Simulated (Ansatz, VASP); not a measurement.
# Pd in VASP and in Ansatz

```
Pd
1.0
     0.00000    2.61304    2.61304
     2.61304    0.00000    2.61304
     2.61304    2.61304    0.00000
Pd
2
Direct
  0.00000 0.00000 0.00000
  0.50000 0.50000 0.50000
```

Alike in both runs: task single point; functional PBE; k mesh 17 × 17 × 17; occupations fermi-dirac, width 0.05 eV; collinear spin.

|  | VASP | Ansatz |
| --- | --- | --- |
| version | VASP 6.6.1 | Ansatz 0.2.0 |
| potentials or method | VASP PAW PBE potentials, release 64 (Pd), cutoff 520 eV | plane waves (420 eV) with PAW, scalar-relativistic |
| valence electrons in the cell | 20 | 36 |

|  | VASP | Ansatz | Ansatz less VASP |
| --- | --- | --- | --- |
| net moment per atom (μB) | 0.00 | 0.00 | 0.000 |

VASP's potentials hold 20 valence electrons a cell and Ansatz's 36, so a difference there can come from the potentials and not from the codes. Ansatz's warnings: seeded moment not kept.
